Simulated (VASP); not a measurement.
# MgF2 (rutile type) (P4_2/mnm) in VASP: notebook, part 2 of 2

VASP 6.6.1. Earlier steps stand in the parts before.

## 3. Relaxation of cell and atoms, LDA

This run uses another cell than the first one, of 11.37 Å³/atom.

Input file INCAR:

```
ALGO     = Normal         # electronic algorithm
EDIFF    = 1E-7           # SCF threshold, eV
EDIFFG   = -0.005         # ionic threshold
ENCUT    = 600            # plane-wave cutoff, eV
GGA_COMPAT= F            
IBRION   = 2              # ionic algorithm
ISIF     = 3              # what is computed and relaxed
ISMEAR   = -1             # smearing method
LASPH    = T              # aspherical terms in the spheres
LCHARG   = F              # write CHGCAR
LREAL    = F              # projectors in reciprocal space
LWAVE    = F              # write WAVECAR
NELM     = 120            # most SCF steps
NELMIN   = 4            
NSW      = 60             # ionic steps
PREC     = Accurate       # precision mode
SIGMA    = 0.1            # smearing width, eV
```

Input file KPOINTS:

```
k-points
0
Gamma
  7 7 10
```

Input file POSCAR:

```
MgF2
1.0
    4.6931053341      0.0000000000      0.0000000000
    0.0000000000      4.6931053341      0.0000000000
    0.0000000000      0.0000000000      3.0974495205
Mg F
2 4
Direct
    0.0000000000      0.0000000000      0.0000000000
    0.5000000000      0.5000000000      0.5000000000
    0.3050000000      0.3050000000      0.0000000000
    0.6950000000      0.6950000000      0.0000000000
    0.8050000000      0.1950000000      0.5000000000
    0.1950000000      0.8050000000      0.5000000000
```

Potentials or basis: VASP PAW LDA potentials, release 64 (Mg, F).

The run is started by

```sh
> cat potpaw_LDA.64/Mg/POTCAR potpaw_LDA.64/F/POTCAR > POTCAR
> mpirun -np 1 vasp_std > vasp.out
```

OUTCAR:

```text
EDIFF = 1E-7
   EDIFFG = -0.005
   ENCUT = 600
   IBRION = 2
   ISIF = 3
   ISMEAR = -1
   LASPH = T
   LREAL = F
   NELM = 120
   NELMIN = 4
   NSW = 60
   PREC = Accurate

 ion  position               nearest neighbor table
   1  0.000  0.000  0.000-   5 2.02   6 2.02   5 2.02   6 2.02   3 2.02   4 2.02
   2  0.500  0.500  0.500-   3 2.02   4 2.02   3 2.02   4 2.02   5 2.02   6 2.02
   3  0.305  0.305  0.000-   2 2.02   2 2.02   1 2.02
   4  0.695  0.695  0.000-   2 2.02   2 2.02   1 2.02
   5  0.805  0.195  0.500-   1 2.02   1 2.02   2 2.02
   6  0.195  0.805  0.500-   1 2.02   1 2.02   2 2.02

  LATTYP: Found a simple tetragonal cell.
 ALAT       =     4.6931053341
 C/A-ratio  =     0.6600000000

  Lattice vectors:

 A1 = (   4.6931053341,   0.0000000000,   0.0000000000)
 A2 = (   0.0000000000,   4.6931053341,   0.0000000000)
 A3 = (   0.0000000000,   0.0000000000,   3.0974495205)

Analysis of symmetry for initial positions (statically):
=====================================================================
 Subroutine PRICEL returns:
 Original cell was already a primitive cell.

 Routine SETGRP: Setting up the symmetry group for a
 simple tetragonal supercell.

 Subroutine GETGRP returns: Found 16 space group operations
 (whereof  8 operations were pure point group operations)
 out of a pool of 16 trial point group operations.

The static configuration has the point symmetry D_2h.
 The point group associated with its full space group is D_4h.

Analysis of symmetry for dynamics (positions and initial velocities):
=====================================================================
 Subroutine PRICEL returns:
 Original cell was already a primitive cell.

 Routine SETGRP: Setting up the symmetry group for a
 simple tetragonal supercell.

 Subroutine GETGRP returns: Found 16 space group operations
 (whereof  8 operations were pure point group operations)
 out of a pool of 16 trial point group operations.
[... 135 lines left out ...]
   GGA     = CA    functional components
   LHFCALC =     F    Hartree Fock is set to
   AEXX    =    0.0000 exact exchange contribution
   IVDW    =     0    specifies the selected vdW correction
   LEPSILON=     F    determine dielectric tensor
   LRPA    =     F    only Hartree local field effects (RPA)
 conjugate gradient relaxation of ions
 non-spin polarized calculation
  energy-cutoff  :      600.00
  volume of cell :       68.22
 maximum number of plane-waves:      2308
 NGX is ok and might be reduce to    40
   NGX = 19   NGY = 19   NGZ = 13

--------------------------------------- Ionic step        1  -------------------------------------------

 number of electron      31.9999982 magnetization

 Free energy of the ion-electron system (eV)
  ---------------------------------------------------
  ext. energy  EPLUGINS =         0.00000000
  ---------------------------------------------------
  free energy    TOTEN  =       -34.88490909 eV

  energy without entropy =      -34.88490909  energy(sigma->0) =      -34.88490909

------------------------ aborting loop because EDIFF is reached ----------------------------------------

  FORCE on cell =-STRESS in cart. coord.  units (eV):
  Direction    XX          YY          ZZ          XY          YZ          ZX
  --------------------------------------------------------------------------------------
  -------------------------------------------------------------------------------------
  Total       -4.1337096     -4.1337096     -4.4530784      0.0000000      0.0000000      0.0000000
  in kB      -97.0790925    -97.0790925   -104.5793842      0.0000000      0.0000000      0.0000000
  external PRESSURE =     -99.5791897 kB  Pullay stress =       0.0000000 kB
[... 227 lines left out ...]
--------------------------------------- Ionic step        7  -------------------------------------------

 number of electron      32.0000001 magnetization

 Free energy of the ion-electron system (eV)
  ---------------------------------------------------
  ext. energy  EPLUGINS =         0.00000000
  ---------------------------------------------------
  free energy    TOTEN  =       -35.12107496 eV

  energy without entropy =      -35.12107496  energy(sigma->0) =      -35.12107496

 E-fermi :   0.9076     XC(G=0): -10.7761

 val. band max:       -1.1970150334   @ k =   0.0000   0.0000   0.0000
 cond. band min:       5.9914362845   @ k =   0.0000   0.0000   0.0000
 fundamental gap:      7.1884513179
 Fermi energy:         0.9075714920

 k-point     1 :       0.0000    0.0000    0.0000
  band No.  band energies     occupation
      1     -21.8254      2.00000
      2     -20.8352      2.00000
      3     -20.8352      2.00000
      4     -20.7219      2.00000
      5      -5.6204      2.00000
      6      -4.0550      2.00000
[... 541 lines left out ...]
     19      12.8669      0.00000
     20      13.1943      0.00000

 [... further k-points ...]

------------------------ aborting loop because EDIFF is reached ----------------------------------------

  FORCE on cell =-STRESS in cart. coord.  units (eV):
  Direction    XX          YY          ZZ          XY          YZ          ZX
  --------------------------------------------------------------------------------------
  -------------------------------------------------------------------------------------
  Total       -0.0148077     -0.0148077     -0.0075031      0.0000000      0.0000000      0.0000000
  in kB       -0.3865729     -0.3865729     -0.1958787      0.0000000      0.0000000      0.0000000
  external PRESSURE =      -0.3230082 kB  Pullay stress =       0.0000000 kB
[... 21 lines left out ...]
  FREE ENERGIE OF THE ION-ELECTRON SYSTEM (eV)
  ---------------------------------------------------
  free  energy   TOTEN  =       -35.1210749573 eV

  energy  without entropy=      -35.1210749571  energy(sigma->0) =      -35.12107496

 reached required accuracy - stopping structural energy minimisation
```

OSZICAR:

```text
N       E                     dE             d eps       ncg     rms          rms(c)
DAV:   1     0.223129728289E+03    0.22313E+03   -0.19456E+04  2440   0.168E+03
DAV:   2    -0.261167540988E+02   -0.24925E+03   -0.24070E+03  3220   0.353E+02
[... 53 lines left out ...]
   6 F= -.35121058E+02 E0= -.35121058E+02  d E =-.828870E-02
       N       E                     dE             d eps       ncg     rms          rms(c)
DAV:   1    -0.351214758319E+02   -0.41817E-03   -0.71485E-03  2644   0.807E-01    0.162E-01
DAV:   2    -0.351210838045E+02    0.39203E-03   -0.18163E-03  2716   0.347E-01    0.196E-02
DAV:   3    -0.351210778917E+02    0.59128E-05   -0.12749E-05  2480   0.328E-02    0.105E-02
DAV:   4    -0.351210749528E+02    0.29389E-05   -0.21883E-06  2780   0.150E-02    0.127E-03
DAV:   5    -0.351210749573E+02   -0.44979E-08   -0.11598E-07  1516   0.288E-03
   7 F= -.35121075E+02 E0= -.35121075E+02  d E =-.172903E-04
```

CONTCAR:

```text
MgF2
   1.00000000000000
     4.5231095653025815   -0.0000000000000000    0.0000000000000000
     0.0000000000000000    4.5231095653025815    0.0000000000000000
     0.0000000000000000    0.0000000000000000    2.9997997798049889
  Mg              F
     2     4
Direct
     0.0000000000000000    0.0000000000000000    0.0000000000000000
     0.5000000000000000    0.5000000000000000    0.5000000000000000
     0.3026217031073318    0.3026217031073318    0.0000000000000000
     0.6973782968926682    0.6973782968926682    0.0000000000000000
     0.8026217031073318    0.1973782968926682    0.5000000000000000
     0.1973782968926681    0.8026217031073318    0.5000000000000000

  0.00000000E+00  0.00000000E+00  0.00000000E+00
  0.00000000E+00  0.00000000E+00  0.00000000E+00
  0.00000000E+00  0.00000000E+00  0.00000000E+00
  0.00000000E+00  0.00000000E+00  0.00000000E+00
  0.00000000E+00  0.00000000E+00  0.00000000E+00
  0.00000000E+00  0.00000000E+00  0.00000000E+00
```

Wall time 6.5 min (1 thread of Oxide Virtual Turin-like, shared host); peak memory 0.2 GiB.

Results:

| Quantity | Value |
| --- | --- |
| Free energy | -35.1211 eV |
| Relaxed volume | 10.23 Å³/atom |
| Relaxed cell | a = 4.523 Å, b = 4.523 Å, c = 3.000 Å, α = 90.00°, β = 90.00°, γ = 90.00° |
| Space group after relaxing (to 0.1 Å) | P4_2/mnm (No. 136) |
| Energy gained by relaxing | 39.4 meV/atom |
| Ionic steps | 7 |
| Pressure after relaxing | 0.0 GPa |
| Band gap on the k mesh | 7.19 eV |

Step by step:
| step | energy change (eV) | largest force (eV/Å) | pressure (GPa) | volume (Å³) |
| --- | --- | --- | --- | --- |
| 1 | 0.0000 | 0.0135 | -9.96 | 68.22 |
| 2 | -0.2278 | 0.2235 | 0.14 | 61.48 |
| 3 | -0.2279 | 0.2208 | -0.02 | 61.55 |
| 4 | -0.2355 | 0.0636 | 0.04 | 61.37 |
| 5 | -0.2361 | 0.0006 | 0.10 | 61.30 |
| 6 | -0.2361 | 0.0036 | 0.10 | 61.30 |
| 7 | -0.2362 | 0.0015 | -0.03 | 61.37 |

Final structure:
```cif
data_structure
_symmetry_space_group_name_H-M 'P 1'
_symmetry_Int_Tables_number 1
_cell_length_a 4.5231
_cell_length_b 4.5231
_cell_length_c 2.9998
_cell_angle_alpha 90.000
_cell_angle_beta 90.000
_cell_angle_gamma 90.000
_cell_volume 61.37
loop_
_atom_site_label
_atom_site_type_symbol
_atom_site_fract_x
_atom_site_fract_y
_atom_site_fract_z
_atom_site_occupancy
Mg1 Mg 0.00000 0.00000 0.00000 1
Mg2 Mg 0.50000 0.50000 0.50000 1
F1 F 0.30262 0.30262 0.00000 1
F2 F 0.69738 0.69738 0.00000 1
F3 F 0.80262 0.19738 0.50000 1
F4 F 0.19738 0.80262 0.50000 1
```

A k mesh can miss the band edges.
